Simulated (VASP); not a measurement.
Runs of VASP 6.6.1 on As. The structure is that of space group P6_3/mmc (No. 194), or close to it. The cells are those of the table. 

```csv
task,cell,cutoff (eV),gap on the mesh (eV),pressure (GPa)
single point,"a = 2.600, b = 2.600, c = 4.274 Å, angles 90.0, 90.0, 120.0°, 2 atoms",520,none,82.0
single point,"a = 2.717, b = 2.717, c = 4.492 Å, angles 90.0, 90.0, 120.0°, 2 atoms",520,none,39.6
relaxation of cell and atoms,"relaxed from a = 3.003, b = 3.003, c = 4.865 Å, angles 90.0, 90.0, 120.0°, 2 atoms",600,none,0.0
single point,"a = 2.362, b = 2.362, c = 3.808 Å, angles 90.0, 90.0, 120.0°, 2 atoms",520,none,289.4
single point,"a = 2.467, b = 2.467, c = 4.049 Å, angles 90.0, 90.0, 120.0°, 2 atoms",520,none,163.0
single point,"a = 2.948, b = 2.948, c = 4.891 Å, angles 90.0, 90.0, 120.0°, 2 atoms",520,none,0.2
relaxation of shape and atoms at fixed volume,"relaxed from a = 2.340, b = 2.340, c = 3.882 Å, angles 90.0, 90.0, 120.0°, 2 atoms",600,none,289.1
relaxation of shape and atoms at fixed volume,"relaxed from a = 2.592, b = 2.592, c = 4.301 Å, angles 90.0, 90.0, 120.0°, 2 atoms",600,none,82.0
relaxation of shape and atoms at fixed volume,"relaxed from a = 2.713, b = 2.713, c = 4.502 Å, angles 90.0, 90.0, 120.0°, 2 atoms",600,none,39.6
single point,"a = 2.826, b = 2.826, c = 4.682 Å, angles 90.0, 90.0, 120.0°, 2 atoms",520,none,(a)
```

Alike in all rows: level PBEsol; potentials or basis VASP PAW PBE potentials, release 64 (As); no spin polarisation; k mesh 14 × 14 × 8; smearing fermi-dirac 0.08 eV.

**Question.** Fill in the values left out.

**Answer.** (a) 15.8.

Caveats: the PAW data sets were made with another functional, which shifts forces and pressure a little.

A k mesh can miss the band edges, and the runs leave out spin-orbit coupling on As.

A gap of «none» marks levels without a gap at the run's occupations.
